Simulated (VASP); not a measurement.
**Rh: single point with PBE**

The system is Rh.

```
Rh
1.0
     6.83060    0.00001   -0.04241
     0.00001    8.39464    0.00231
     2.27219    1.39932    0.75373
Rh
3
Direct
  0.00000 0.66667 0.00000
  0.00000 0.33333 0.00000
  0.00000 0.00000 0.00000
```

| Quantity | Value |
| --- | --- |
| Program | VASP 6.6.1 |
| Task | single point |
| Functional | PBE |
| Potentials or basis | VASP PAW PBE potentials, release 64 (Rh_pv) |
| Cutoff | 520 eV |
| k mesh | 5 × 4 × 44 |
| Occupations | gaussian, width 0.1 eV |
| Spin | no spin polarisation |

The pressure is -9.4 GPa.

Stress tensor (GPa, compression positive):
```
-14.47  -0.02   0.08
 -0.02 -13.61   0.00
  0.08   0.00   0.00
```

Levels at points of the mesh, in eV from the Fermi level:
| k point | band 21 | band 22 | band 23 | band 24 | band 25 | band 26 |
| --- | --- | --- | --- | --- | --- | --- |
| (0.00, 0.00, 0.00) | -1.23 | -1.07 | -0.69 | -0.06 | -0.06 | 6.80 |
| (0.00, 0.50, 0.00) | -1.67 | 0.26 | 0.26 | 0.46 | 0.73 | 1.02 |
| (0.00, 0.00, 0.50) | -0.33 | 0.42 | 0.88 | 0.96 | 2.87 | 2.87 |
| (0.00, 0.50, 0.50) | -0.34 | 0.46 | 0.73 | 1.02 | 2.96 | 2.96 |

It took 31 min on 1 thread of Intel(R) Xeon(R) Platinum 8259CL CPU @ 2.50GHz (Skylake/Cascade Lake) (shared host), peak memory 0.59 GiB.

Caveat: the k points lie up to 0.57 Å⁻¹ apart.
